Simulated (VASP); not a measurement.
Here is a VASP 6.6.1 calculation.

The input INCAR:

```
  ALGO = Fast
  EDIFF = 1E-6
  ENCUT = 520
  GGA = PE
  ISIF = 2
  ISMEAR = 0
  LASPH = True
  LCHARG = True
  LELF = True
  LREAL = False
  LVHAR = True
  LWAVE = False
  NBANDS = 41
  NELM = 100
  PREC = Accurate
  SIGMA = 0.1
```

KPOINTS

```
k-points
0
Gamma
  4 4 2
```

Contents of POSCAR:

```
Ca3TeRu2
1.0
    3.9022678500      0.0000000000      0.0000000000
    0.0000000000      3.9022678500      0.0000000000
    0.0000000000      0.0000000000      8.5967760700
Ca Te Ru
3 1 2
Direct
    0.5000000000      0.5000000000      0.0000000000
    0.0000000000      0.5000000000      0.3786259900
    0.5000000000      0.0000000000      0.6213740100
    0.0000000000      0.0000000000      0.0000000000
    0.0000000000      0.5000000000      0.7376120100
    0.5000000000      0.0000000000      0.2623879900
```

Potentials or basis: VASP PAW PBE potentials, release 64 (Ca_sv, Te, Ru_pv).

The run is started by

```console
$ cat potpaw_PBE.64/Ca_sv/POTCAR potpaw_PBE.64/Te/POTCAR potpaw_PBE.64/Ru_pv/POTCAR > POTCAR
$ mpirun -np 1 vasp_std > vasp.out
```

Problem. What does it give for the pressure?

Solution. 8.1 GPa.

Problem. Predict the largest force.

Solution. 0.795 eV/Å.

Problem. Predict the band gap on the k mesh.

Solution. Zero (bands 32 and 33 overlap by 0.30 eV).

Stress tensor (GPa, compression positive):
```
11.78  0.00  0.00
 0.00 11.78  0.00
 0.00  0.00  0.84
```

Caveat: the k points lie up to 0.40 Å⁻¹ apart; spin-orbit coupling is left out, which moves the levels of the heavy elements.
